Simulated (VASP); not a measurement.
# SiC (F-43m) in VASP: settings compared

SiC is run at these levels: LDA, PBEsol, PBE; tasks: single point.

All numbers are computed with VASP 6.6.1; they aren't measurements. Logs are shortened: lines on timing, memory, paths and dates and some standing lists are left out, and cuts for length are marked.

### 1 The cell of the first run

The structure is cubic, space group F-43m (No. 216). Conventional cell: a = 4.348 Å, b = 4.348 Å, c = 4.348 Å, α = 90.00°, β = 90.00°, γ = 90.00°. Within 2.5 Å of Si (site symmetry -43m) lie 4 C at 1.88 Å. C (site symmetry -43m) has 4 Si at 1.88 Å within 2.5 Å.

### 2 Single point, LDA

INCAR reads:

```
SYSTEM = SiC
PREC     = Accurate       ! precision mode
ENCUT    = 520            ! plane-wave cutoff, eV
EDIFF    = 1E-6           ! SCF threshold, eV
ISMEAR   = -1             ! smearing method
SIGMA    = 0.05           ! smearing width, eV
LREAL    = .FALSE.        ! projectors in reciprocal space
LASPH    = .TRUE.         ! aspherical terms in the spheres
NELM     = 80             ! most SCF steps
ALGO     = Normal         ! electronic algorithm
ISIF     = 2              ! what is computed and relaxed
LWAVE    = .FALSE.        ! write WAVECAR
LCHARG   = .FALSE.        ! write CHGCAR
GGA      = CA             ! functional
NBANDS   = 11             ! bands
```

KPOINTS reads:

```
Automatic mesh
0
G
  16 16 16
  0 0 0
```

POSCAR reads:

```
SiC
1.0
    0.0000000000      2.1740000000      2.1740000000
    2.1740000000      0.0000000000      2.1740000000
    2.1740000000      2.1740000000      0.0000000000
Si C
1 1
Direct
    0.0000000000      0.0000000000      0.0000000000
    0.7500000000      0.7500000000      0.7500000000
```

Potentials or basis: VASP PAW LDA potentials, release 64 (Si, C).

Launch:

```console
$ cat potpaw_LDA.64/Si/POTCAR potpaw_LDA.64/C/POTCAR > POTCAR
$ mpirun -np 1 vasp_std > vasp.out
```

OUTCAR:

```text
SYSTEM = SiC
   PREC = Accurate
   ENCUT = 520
   EDIFF = 1E-6
   ISMEAR = -1
   LREAL = .FALSE.
   LASPH = .TRUE.
   NELM = 80
   ISIF = 2
   GGA = CA

 ion  position               nearest neighbor table
   1  0.000  0.000  0.000-   2 1.88   2 1.88   2 1.88   2 1.88
   2  0.750  0.750  0.750-   1 1.88   1 1.88   1 1.88   1 1.88

  LATTYP: Found a face centered cubic cell.
 ALAT       =     4.3480000000

  Lattice vectors:

 A1 = (   0.0000000000,   2.1740000000,   2.1740000000)
 A2 = (   2.1740000000,   0.0000000000,   2.1740000000)
 A3 = (   2.1740000000,   2.1740000000,   0.0000000000)

Analysis of symmetry for initial positions (statically):
=====================================================================
 Subroutine PRICEL returns:
 Original cell was already a primitive cell.

 Routine SETGRP: Setting up the symmetry group for a
 face centered cubic supercell.

 Subroutine GETGRP returns: Found 24 space group operations
 (whereof 24 operations were pure point group operations)
 out of a pool of 48 trial point group operations.

The static configuration has the point symmetry T_d .

Analysis of symmetry for dynamics (positions and initial velocities):
=====================================================================
 Subroutine PRICEL returns:
 Original cell was already a primitive cell.

 Routine SETGRP: Setting up the symmetry group for a
 face centered cubic supercell.

 Subroutine GETGRP returns: Found 24 space group operations
 (whereof 24 operations were pure point group operations)
 out of a pool of 48 trial point group operations.

The dynamic configuration has the point symmetry T_d .

 Subroutine INISYM returns: Found 24 space group operations
 (whereof 24 operations are pure point group operations),
 and found     1 'primitive' translations

----------------------------------------------------------------------------------------

                                     Primitive cell

  volume of cell :      20.5498

  direct lattice vectors                    reciprocal lattice vectors
     0.000000000  2.174000000  2.174000000    -0.229990800  0.229990800  0.229990800
     2.174000000  0.000000000  2.174000000     0.229990800 -0.229990800  0.229990800
     2.174000000  2.174000000  0.000000000     0.229990800  0.229990800 -0.229990800

  length of vectors
     3.074500285  3.074500285  3.074500285     0.398355752  0.398355752  0.398355752

  position of ions in fractional coordinates (direct lattice)
     0.000000000  0.000000000  0.000000000
     0.750000000  0.750000000  0.750000000

  ion indices of the primitive-cell ions
   primitive index   ion index
                 1           1
                 2           2

----------------------------------------------------------------------------------------

 KPOINTS: Automatic mesh

Automatic generation of k-mesh.
 Grid dimensions read from file:
 generate k-points for:   16   16   16

 Generating k-lattice:

  Cartesian coordinates                     Fractional coordinates (reciprocal lattice)
    -0.014374425  0.014374425  0.014374425     0.062500000  0.000000000  0.000000000
     0.014374425 -0.014374425  0.014374425     0.000000000  0.062500000  0.000000000
     0.014374425  0.014374425 -0.014374425     0.000000000  0.000000000  0.062500000

  Length of vectors
     0.024897234  0.024897234  0.024897234

  Shift w.r.t. Gamma in fractional coordinates (k-lattice)
     0.000000000  0.000000000  0.000000000

 Subroutine IBZKPT returns following result:
 ===========================================

 Found    145 irreducible k-points:

 Following reciprocal coordinates:
            Coordinates               Weight
  0.000000  0.000000  0.000000      1.000000
  0.062500  0.000000  0.000000      8.000000
  0.125000  0.000000  0.000000      8.000000
  0.187500  0.000000  0.000000      8.000000
  0.250000  0.000000  0.000000      8.000000
  0.312500  0.000000  0.000000      8.000000
[... 16 lines left out ...]
 -0.125000  0.062500  0.000000     24.000000
 -0.062500  0.062500  0.000000     12.000000
 [... further k-points ...]
   k-points           NKPTS =    145   k-points in BZ     NKDIM =    145   number of bands    NBANDS=     11
   number of dos      NEDOS =    301   number of ions     NIONS =      2
   total plane-waves  NPLWV =  13824
   dimension x,y,z NGX =    24 NGY =   24 NGZ =   24
   dimension x,y,z NGXF=    48 NGYF=   48 NGZF=   48
   ions per type =               1   1
   NGX,Y,Z   is equivalent  to a cutoff of  12.98, 12.98, 12.98 a.u.
   NGXF,Y,Z  is equivalent  to a cutoff of  25.95, 25.95, 25.95 a.u.
 SYSTEM =  SiC
   PREC   = accura    normal or accurate (medium, high low for compatibility)
   ISTART =      0    job   : 0-new  1-cont  2-samecut
   ICHARG =      2    charge: 1-file 2-atom 10-const
   ISPIN  =      1    spin polarized calculation?
   LNONCOLLINEAR =      F non collinear calculations
   LSORBIT =      F    spin-orbit coupling
   LASPH  =      T    aspherical Exc in radial PAW
   ENCUT  =  520.0 eV  38.22 Ry    6.18 a.u.   5.72  5.72  5.72*2*pi/ulx,y,z
   NELM   =     80;   NELMIN=  2; NELMDL= -5     # of ELM steps
   EDIFF  = 0.1E-05   stopping-criterion for ELM
   LREAL  =      F    real-space projection
   EDIFFG = 0.1E-04   stopping-criterion for IOM
   NSW    =      0    number of steps for IOM
   IBRION =     -1    ionic relax: 0-MD 1-quasi-New 2-CG
   NFREE  =      0    steps in history (QN), initial steepest desc. (CG)
   ISIF   =      2    stress and relaxation
   ISYM   =      2    0-nonsym 1-usesym 2-fastsym
   POTIM  = 0.5000    time-step for ionic-motion
   TEBEG  =    0.0;   TEEND  =   0.0 temperature during run
   PSTRESS=    0.0 pullay stress
   NELECT =       8.0000    total number of electrons
   NUPDOWN=      -1.0000    fix difference up-down
   EMIN   =  10.00;   EMAX   =-10.00  energy-range for DOS
   EFERMI =   0.00;   METHOD = LEGACY
   ISMEAR =    -1;   SIGMA  =   0.05  broadening in eV -4-tet -1-fermi 0-gaus
   EFERMI_NEDOS =   21; number of points for ismear=-14 and -15
   IALGO  =     38    algorithm
   IMIX   =      4    mixing-type and parameters
     AMIX     =   0.40;   BMIX     =  1.00
     AMIX_MAG =   1.60;   BMIX_MAG =  1.00
  volume/ion in A,a.u.               =      10.27        69.34
  Fermi-wavevector in a.u.,A,eV,Ry     =   1.195369  2.258920 19.441458  1.428907
  Thomas-Fermi vector in A             =   2.331336
   LORBIT       =      0    0 simple, 1 ext, 2 COOP (PROOUT), +10 PAW based schemes
   GGA     = CA    functional components
   LHFCALC =     F    Hartree Fock is set to
   AEXX    =    0.0000 exact exchange contribution
   IVDW    =     0    specifies the selected vdW correction
   LEPSILON=     F    determine dielectric tensor
   LRPA    =     F    only Hartree local field effects (RPA)
 non-spin polarized calculation
  energy-cutoff  :      520.00
  volume of cell :       20.55
 maximum number of plane-waves:       568
   NGX = 11   NGY = 11   NGZ = 11

 number of electron       8.0000001 magnetization

 Free energy of the ion-electron system (eV)
  ---------------------------------------------------
  ext. energy  EPLUGINS =         0.00000000
  ---------------------------------------------------
  free energy    TOTEN  =       -16.64096385 eV

  energy without entropy =      -16.64096384  energy(sigma->0) =      -16.64096385

 E-fermi :   8.8356     XC(G=0): -11.5860

 val. band max:        8.1400401149   @ k =   0.0000   0.0000   0.0000
 cond. band min:       9.4389294026   @ k =   0.5000   0.5000   0.0000
 fundamental gap:      1.2988892876
 Fermi energy:         8.8355514541

 k-point     1 :       0.0000    0.0000    0.0000
  band No.  band energies     occupation
      1      -7.2296      2.00000
      2       8.1400      2.00000
      3       8.1400      2.00000
      4       8.1400      2.00000
      5      14.5131      0.00000
      6      15.3793      0.00000
      7      15.3793      0.00000
      8      15.3793      0.00000
      9      22.6396      0.00000
     10      22.6396      0.00000
     11      24.4174      0.00000

 k-point     2 :       0.0625    0.0000    0.0000
  band No.  band energies     occupation
      1      -7.1525      2.00000
      2       7.7194      2.00000
      3       8.0850      2.00000
      4       8.0850      2.00000
      5      14.6657      0.00000
      6      15.4496      0.00000
      7      15.4821      0.00000
      8      15.4821      0.00000
      9      22.1410      0.00000
     10      22.1410      0.00000
     11      24.4471      0.00000

 k-point     3 :       0.1250    0.0000    0.0000
  band No.  band energies     occupation
      1      -6.9222      2.00000
      2       6.6680      2.00000
      3       7.9377      2.00000
      4       7.9377      2.00000
      5      14.6601      0.00000
      6      15.7306      0.00000
      7      15.7306      0.00000
      8      15.9601      0.00000
      9      21.3957      0.00000
     10      21.3957      0.00000
     11      24.0472      0.00000

 k-point     4 :       0.1875    0.0000    0.0000
  band No.  band energies     occupation
      1      -6.5427      2.00000
      2       5.3125      2.00000
      3       7.7389      2.00000
      4       7.7389      2.00000
      5      14.4178      0.00000
      6      15.9567      0.00000
      7      15.9567      0.00000
      8      16.7494      0.00000
      9      21.0067      0.00000
     10      21.0067      0.00000
     11      23.4951      0.00000
[... 239 lines left out ...]
 k-point    22 :      -0.1875    0.0625    0.0000
  band No.  band energies     occupation
      1      -6.3171      2.00000
      2       4.8365      2.00000
      3       7.1135      2.00000
      4       7.8617      2.00000
      5      14.5504      0.00000
      6      15.8549      0.00000
      7      15.9951      0.00000
      8      17.0427      0.00000
      9      20.1690      0.00000
     10      21.6662      0.00000
     11      24.0792      0.00000

 k-point    23 :      -0.1250    0.0625    0.0000
  band No.  band energies     occupation
      1      -6.7442      2.00000
      2       6.1895      2.00000
      3       7.3875      2.00000
      4       8.0336      2.00000
      5      14.8105      0.00000
      6      15.6151      0.00000
      7      15.6867      0.00000
      8      16.5670      0.00000
      9      20.4345      0.00000
     10      21.6319      0.00000
     11      24.6003      0.00000

 k-point    24 :      -0.0625    0.0625    0.0000
  band No.  band energies     occupation
      1      -7.0243      2.00000
      2       7.2424      2.00000
      3       7.7292      2.00000
      4       8.1178      2.00000
      5      14.8487      0.00000
      6      15.3339      0.00000
      7      15.5051      0.00000
      8      16.0111      0.00000
      9      21.1809      0.00000
     10      22.0296      0.00000
     11      24.8313      0.00000

 [... further k-points ...]
[... 5 lines left out ...]
  --------------------------------------------------------------------------------------
  -------------------------------------------------------------------------------------
  Total       -0.3251730     -0.3251730     -0.3251730     -0.0000000      0.0000000      0.0000000
  in kB      -25.3522498    -25.3522498    -25.3522498     -0.0000000      0.0000000      0.0000000
  external PRESSURE =     -25.3522498 kB  Pullay stress =       0.0000000 kB

 VOLUME and BASIS-vectors are now :
 -----------------------------------------------------------------------------
  energy-cutoff  :      520.00
  volume of cell :       20.55
      direct lattice vectors                 reciprocal lattice vectors
     0.000000000  2.174000000  2.174000000    -0.229990800  0.229990800  0.229990800
     2.174000000  0.000000000  2.174000000     0.229990800 -0.229990800  0.229990800
     2.174000000  2.174000000  0.000000000     0.229990800  0.229990800 -0.229990800

 POSITION                                       TOTAL-FORCE (eV/Angst)
 -----------------------------------------------------------------------------------
      0.00000      0.00000      0.00000        -0.000000     -0.000000     -0.000000
      3.26100      3.26100      3.26100         0.000000      0.000000      0.000000
 -----------------------------------------------------------------------------------
    total drift:                               -0.000000     -0.000000     -0.000000

  FREE ENERGIE OF THE ION-ELECTRON SYSTEM (eV)
  ---------------------------------------------------
  free  energy   TOTEN  =       -16.6409638543 eV

  energy  without entropy=      -16.6409638410  energy(sigma->0) =      -16.64096385
```

Run time: 28 s. Hardware: 1 thread of Intel Xeon 8259CL, shared host; peak memory 0.14 GiB.

What came out:

* Free energy: -16.6410 eV
* Pressure: -2.5 GPa
* Band gap on the k mesh: 1.30 eV (least direct gap 4.51 eV)

Levels at points of the mesh, in eV from the valence-band top:
| k point | band 1 | band 2 | band 3 | band 4 | band 5 | band 6 | band 7 | band 8 |
| --- | --- | --- | --- | --- | --- | --- | --- | --- |
| (0.00, 0.00, 0.00) | -15.37 | 0.00 | 0.00 | 0.00 | 6.37 | 7.24 | 7.24 | 7.24 |
| (0.50, 0.00, 0.00) | -11.72 | -8.59 | -1.06 | -1.06 | 5.45 | 7.16 | 7.16 | 9.96 |
| (0.50, 0.50, 0.00) | -10.24 | -7.83 | -3.21 | -3.21 | 1.30 | 4.21 | 13.91 | 13.91 |

A k mesh can miss the band edges. LDA gaps usually lie below the measured ones, often by a third to a half.

### 3 Single point, PBEsol

INCAR reads:

```
PREC     = Accurate       # precision mode
ENCUT    = 520            # plane-wave cutoff, eV
EDIFF    = 1E-6           # SCF threshold, eV
ISMEAR   = -1             # smearing method
SIGMA    = 0.05           # smearing width, eV
LREAL    = False          # projectors in reciprocal space
LASPH    = True           # aspherical terms in the spheres
NELM     = 80             # most SCF steps
ALGO     = Normal         # electronic algorithm
ISIF     = 2              # what is computed and relaxed
LWAVE    = False          # write WAVECAR
LCHARG   = False          # write CHGCAR
GGA      = PS             # functional
NBANDS   = 11             # bands
```

KPOINTS reads:

```
Automatic mesh
0
Gamma
  16 16 16
```

POSCAR is that of step 2.

Potentials or basis: VASP PAW PBE potentials, release 64 (Si, C).

Launch:

```console
$ cat potpaw_PBE.64/Si/POTCAR potpaw_PBE.64/C/POTCAR > POTCAR
$ mpirun -np 1 vasp_std > vasp.out
```

It took 37 s on 1 thread of Intel Xeon 8259CL, shared host; peak memory 0.15 GiB.

It converged, with:

| Quantity | Value |
| --- | --- |
| Free energy | -15.9143 eV |
| Pressure | 1.7 GPa |
| Band gap on the k mesh | 1.23 eV (least direct gap 4.45 eV) |

Levels at points of the mesh, in eV from the valence-band top:
| k point | band 1 | band 2 | band 3 | band 4 | band 5 | band 6 | band 7 | band 8 | band 9 |
| --- | --- | --- | --- | --- | --- | --- | --- | --- | --- |
| (0.00, 0.00, 0.00) | -15.48 | 0.00 | 0.00 | 0.00 | 6.27 | 7.29 | 7.29 | 7.29 | 14.50 |
| (0.50, 0.00, 0.00) | -11.85 | -8.64 | -1.06 | -1.06 | 5.44 | 7.17 | 7.17 | 9.95 | 16.09 |
| (0.50, 0.50, 0.00) | -10.38 | -7.86 | -3.22 | -3.22 | 1.23 | 4.22 | 14.03 | 14.03 | 14.78 |

Caveat: the PAW data sets were made with another functional, which shifts forces and pressure a little. A k mesh can miss the band edges.

### 4 Single point, PBE

INCAR reads:

```
SYSTEM = SiC
PREC = Accurate
ENCUT = 520
EDIFF = 1E-7
ISMEAR = -1
SIGMA = 0.05
LREAL = .False.
LASPH = .True.
NELM = 60
ALGO = Normal
ISIF = 2
LWAVE = .False.
LCHARG = .False.
GGA = PE
NBANDS = 11
```

KPOINTS reads:

```
Automatic mesh
0
Gamma
  16 16 16
  0 0 0
```

POSCAR is that of step 3.

Launch:

```console
$ cat potpaw_PBE.64/Si/POTCAR potpaw_PBE.64/C/POTCAR > POTCAR
$ mpirun -np 1 vasp_std > vasp.out
```

Wall time 41 s (1 thread of Intel Xeon 8259CL, shared host); peak memory 0.15 GiB.

Results (log left out):

```yaml
Free_energy: -15.0543 eV
Pressure: 4.8 GPa
Band_gap_on_the_k_mesh: 1.35 eV (least direct gap 4.55 eV)
```

Levels at points of the mesh, in eV from the valence-band top:
```csv
k point,band 2,band 3,band 4,band 5,band 6,band 7
"(0.00, 0.00, 0.00)",0.00,0.00,0.00,6.31,7.36,7.36
"(0.50, 0.00, 0.00)",-8.57,-1.05,-1.05,5.50,7.26,7.26
"(0.50, 0.50, 0.00)",-7.82,-3.20,-3.20,1.35,4.35,14.12
```

Caveat: the cell stands under pressure. PBE gaps usually lie below the measured ones, often by a third to a half.

### 5 Overview

```tsv
level	potentials or basis	gap on the mesh (eV)	pressure (GPa)
LDA	VASP PAW LDA potentials, release 64 (Si, C)	1.30	-2.5
PBEsol	VASP PAW PBE potentials, release 64 (Si, C)	1.23	1.7
PBE	VASP PAW PBE potentials, release 64 (Si, C)	1.35	4.8
```

Alike in all rows: task single point; no spin polarisation; cell as given; k mesh 16 × 16 × 16; cutoff (eV) 520; smearing fermi-dirac 0.05 eV.

Caveats: the PAW data sets were made with another functional, which shifts forces and pressure a little (at least some runs); the cell stands under pressure (at least some runs).

Total energies depend on the potentials used, so only differences within one code and one set of settings carry meaning.
